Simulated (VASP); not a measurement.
The system is SiC.

```
Si C
1.0
     3.07718    0.00000    0.00000
    -1.53859    2.66492    0.00000
     0.00000    0.00000   20.12563
Si C
8 8
Direct
  0.33333 0.66667 0.87520
  0.33333 0.66667 0.62499
  0.00000 0.00000 0.00009
  0.66667 0.33333 0.75010
  0.66667 0.33333 0.37520
  0.33333 0.66667 0.25010
  0.00000 0.00000 0.50009
  0.66667 0.33333 0.12499
  0.33333 0.66667 0.34413
  0.66667 0.33333 0.21872
  0.66667 0.33333 0.84413
  0.00000 0.00000 0.59385
  0.33333 0.66667 0.96893
  0.00000 0.00000 0.09385
  0.33333 0.66667 0.71872
  0.66667 0.33333 0.46893
```

Base run:

* Program: VASP 6.6.1
* Functional: r2SCAN
* Potentials or basis: VASP PAW PBE potentials, release 64 (Si, C)
* Cutoff: 520 eV
* k mesh: 10 × 10 × 2
* Occupations: fermi-dirac, width 0.02 eV
* Spin: no spin polarisation

Its results: band gap on the k mesh 2.14 eV (least direct gap 3.29 eV); pressure 0.2 GPa; largest force 0.012 eV/Å.

Q: The run is repeated on the same cell with these changes: functional from r2SCAN to PBE. What comes out?

A: Band gap on the k mesh 1.77 eV (least direct gap 2.86 eV); pressure 3.9 GPa; largest force 0.017 eV/Å.

Caveats: the PAW data sets were made with another functional, which shifts forces and pressure a little (at least some runs); the cell stands under pressure (at least some runs).

A k mesh can miss the band edges.
